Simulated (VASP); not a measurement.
BN: G0W0 quasiparticle levels with PBE

BN:

```xyz
2
Lattice="0.0000 1.7458 1.7458 1.7458 0.0000 1.7458 1.7458 1.7458 0.0000" Properties=species:S:1:pos:R:3 pbc="T T T"
B     0.0000    0.0000    0.0000
N     1.7458    1.7458    1.7458
```

```yaml
Program: VASP 6.6.1
Task: G0W0 quasiparticle levels
Functional: PBE
Potentials_or_basis: VASP PAW PBE potentials, release 64 (B_GW, N_GW)
Cutoff: 500 eV
k_mesh: 6 × 6 × 6
Occupations: gaussian, width 0.01 eV
Spin: no spin polarisation
Dipole_correction: no
GW_scheme: G0W0
GW_iterations: 1
Cutoff_of_the_response_function: 140
Frequency_points: 96
Empty_bands: 40
Further_INCAR_settings: ALGO = EVGW0; EDIFF = 1e-08; NBANDS = 44
```

The quasiparticle gap is 1.62 eV and the least direct quasiparticle gap is 6.77 eV. The band gap of the starting levels on the mesh is 1.18 eV and the least direct gap of the starting levels on the mesh is 5.83 eV.

Run time: 46 s on 1 thread of Intel(R) Xeon(R) 6975P-C (Granite Rapids) (shared host), peak memory 0.19 GiB.

Caveat: the k points lie up to 0.52 Å⁻¹ apart; bands, screening cutoff and mesh are small and nothing is extrapolated, so the quasiparticle values aren't converged; the structure was generated, so it needn't be the stable form of BN.
